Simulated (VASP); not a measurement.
Input of a VASP 6.6.1 run:

Contents of INCAR:

```
SYSTEM = Si
  ALGO = Normal
  EDIFF = 1E-6
  ENCUT = 520
  GGA = PS
  ISIF = 2
  ISMEAR = 0
  LASPH = .True.
  LCHARG = .True.
  LELF = .True.
  LREAL = .False.
  LVHAR = .True.
  LWAVE = .False.
  NBANDS = 8
  NELM = 80
  PREC = Accurate
  SIGMA = 0.15
```

The input KPOINTS:

```
k-points
0
Gamma
  22 22 22
  0 0 0
```

Contents of POSCAR:

```
Si
1.0
    0.0000000000      2.0636969842      1.9872637625
    2.0636969842      0.0000000000      1.9872637625
    2.0636969842      2.0636969842      0.0000000000
Si
1
Direct
    0.0000000000      0.0000000000      0.0000000000
```

Potentials or basis: VASP PAW PBE potentials, release 64 (Si).

Launch:

```console
$ cat potpaw_PBE.64/Si/POTCAR > POTCAR
$ mpirun -np 1 vasp_std > vasp.out
```

Q: Estimate the band gap on the k mesh.

A: Zero (bands 2 and 3 overlap by 12.15 eV).

Q: Estimate the pressure.

A: -11.5 GPa.

Stress tensor (GPa, compression positive):
```
-11.15   0.00   0.00
  0.00 -11.15   0.00
  0.00   0.00 -12.17
```

Caveat: the cell differs from its parent crystal (strain +0.080 along x and y, +0.040 along z); the cell stands under tension; the PAW data sets were made with another functional, which shifts forces and pressure a little.
